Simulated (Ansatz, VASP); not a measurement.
**Two plane-wave programs on ZnS**

File INCAR:

```
  ALGO = Normal
  EDIFF = 1E-6
  EDIFFG = -0.01
  ENCUT = 600
  GGA = RP
  IBRION = 2
  ISIF = 3
  ISMEAR = -1
  IVDW = 12
  LASPH = True
  LCHARG = False
  LREAL = False
  LWAVE = False
  NELM = 80
  NSW = 60
  PREC = Accurate
  SIGMA = 0.05
```

The input KPOINTS:

```
k-points
0
Gamma
  9 9 9
```

Contents of POSCAR:

```
ZnS
1.0
    0.0000000000      2.7020000000      2.7020000000
    2.7020000000      0.0000000000      2.7020000000
    2.7020000000      2.7020000000      0.0000000000
Zn S
1 1
Direct
    0.7500000000      0.7500000000      0.7500000000
    0.0000000000      0.0000000000      0.0000000000
```

File input.yaml:

```yaml
crystal:
  lattice:
    - [0.0, 2.702, 2.702]
    - [2.702, 0.0, 2.702]
    - [2.702, 2.702, 0.0]
  atoms:
    - { symbol: Zn, position: [0.75, 0.75, 0.75] }
    - { symbol: S, position: [0.0, 0.0, 0.0] }
hamiltonian:
  xc: rpbe
  pseudopotentials: { kind: paw }
  dispersion: d3bj
kpoints:
  mp_grid: { grid: [9, 9, 9] }
scf:
  occupations: { method: fermi_dirac, width: 0.05 }
output:
  forces: true
  stress: true
relax:
  f_tol: 0.01
  max_steps: 40
  cell: { stress_tol: 0.05 }
```

Alike in both runs: task relaxation of cell and atoms; functional RPBE; dispersion D3(BJ); k mesh 9 × 9 × 9; occupations fermi-dirac, width 0.05 eV; no spin polarisation.

|  | VASP | Ansatz |
| --- | --- | --- |
| version | VASP 6.6.1 | Ansatz 0.2.0 |
| potentials or method | VASP PAW PBE potentials, release 64 (Zn, S) | Ansatz PAW |
| plane-wave cutoff (eV) | 600 | 420 |
| valence electrons in the cell | 18 | 18 |

VASP gave:

| Quantity | Value |
| --- | --- |
| relaxed volume (Å³/atom) | 18.15 |
| relaxed cell length with the largest relative difference (Å) | 3.717 |

**Question.** Estimate Ansatz's values.

**Answer.** Relaxed volume (Å³/atom): 18.13; relaxed cell length with the largest relative difference (Å): 3.715.

VASP's potentials were made for PBE, not for RPBE.

Noted on Ansatz's run: odd divisions of the mesh miss points on the zone boundary, where band edges often lie, so the gap on the mesh can be too wide; the plane-wave basis is chosen anew once the cell has moved, so the energies of steps on either side of that aren't comparable.
